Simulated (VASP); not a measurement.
A run of VASP 6.6.1 is set up as follows.

File INCAR:

```
  PREC = Accurate
  ENCUT = 600
  EDIFF = 1E-7
  ISMEAR = -1
  SIGMA = 0.05
  LREAL = False
  LASPH = True
  NELM = 60
  ALGO = Normal
  ISIF = 3
  LWAVE = False
  LCHARG = False
  GGA = PE
  IBRION = 2
  NSW = 60
  EDIFFG = -0.005
```

KPOINTS

```
regular mesh
0
Gamma
  13 13 13
```

File POSCAR:

```
Sn
1.0
    3.1154964611      0.0000000000      0.0000000000
    0.0000000000      3.1154964611      0.0000000000
    0.0000000000      0.0000000000      3.1154964611
Sn
1
Direct
    0.0000000000      0.0000000000      0.0000000000
```

Potentials or basis: VASP PAW PBE potentials, release 64 (Sn_d).

Run with:

```console
$ cat potpaw_PBE.64/Sn_d/POTCAR > POTCAR
$ mpirun -np 1 vasp_std > vasp.out
```

(1) What does it give for the space group after relaxing (to 0.1 Å)?

(2) Predict the relaxed volume.

(3) Estimate the relaxed cell.

(4) Predict the band gap on the k mesh.

Results:

(1) Pm-3m (No. 221).

(2) 29.45 Å³/atom.

(3) a = 3.088 Å, b = 3.088 Å, c = 3.088 Å, α = 90.00°, β = 90.00°, γ = 90.00°.

(4) zero (bands 7 and 8 overlap by 7.14 eV).

Caveat: spin-orbit coupling is left out, which moves the levels of the heavy elements.
